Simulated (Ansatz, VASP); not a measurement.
## One calculation of Zn, two programs

INCAR

```
PREC = Accurate
ENCUT = 520
EDIFF = 1E-6
ISMEAR = -1
SIGMA = 0.03
LREAL = False
LASPH = True
NELM = 60
ALGO = Normal
ISIF = 2
LWAVE = False
LCHARG = True
GGA = PE
LELF = True
LVHAR = True
NBANDS = 19
```

The input KPOINTS:

```
Automatic mesh
0
Gamma
  18 18 8
```

POSCAR

```
Zn
1.0
    2.6647980532      0.0000000000      0.0000000000
   -1.3323990266      2.3077828100      0.0000000000
    0.0000000000      0.0000000000      4.9467000000
Zn
2
Direct
    0.3333333333      0.6666666667      0.2500000000
    0.6666666667      0.3333333333      0.7500000000
```

Input for Ansatz:

```yaml
crystal:
  lattice:
    - [2.6647980532, 0.0, 0.0]
    - [-1.3323990266, 2.30778281, 0.0]
    - [0.0, 0.0, 4.9467]
  atoms:
    - { symbol: Zn, position: [0.3333333333, 0.6666666667, 0.25] }
    - { symbol: Zn, position: [0.6666666667, 0.3333333333, 0.75] }
kpoints:
  mp_grid: { grid: [18, 18, 8] }
  band_path:
    path:
      - [0.0, 0.0, 0.0]
      - [0.5, 0.0, 0.0]
      - [0.3333333333, 0.3333333333, 0.0]
      - [0.0, 0.0, 0.0]
      - [0.0, 0.0, 0.5]
      - [0.5, 0.0, 0.5]
      - [0.3333333333, 0.3333333333, 0.5]
      - [0.0, 0.0, 0.5]
      - [0.5, 0.0, 0.5]
    npoints: 5
scf:
  occupations: { method: fermi_dirac, width: 0.03 }
hamiltonian:
  xc: pbe
  pseudopotentials:
    kind: all_electron
    lapw: { basis_error: 0.00025 }
    relativity: none
output:
  forces: true
  stress: true
  eigenvalues: true
```

Alike in both runs: task single point; functional PBE; k mesh 18 × 18 × 8; occupations fermi-dirac, width 0.03 eV; no spin polarisation.

|  | VASP | Ansatz |
| --- | --- | --- |
| version | VASP 6.6.1 | Ansatz 0.2.0 |
| potentials or method | VASP PAW PBE potentials, release 64 (Zn), cutoff 520 eV | all-electron LAPW, non-relativistic |

Ansatz gave:

* pressure (GPa): 1.7
* traceless stress, the component that is largest in VASP (GPa): -0.13

Q: Which values does VASP return?

A: Pressure (GPa): 0.0; traceless stress, the component that is largest in VASP (GPa): 0.68.

Ansatz ran all-electron here, and VASP with PAW potentials.
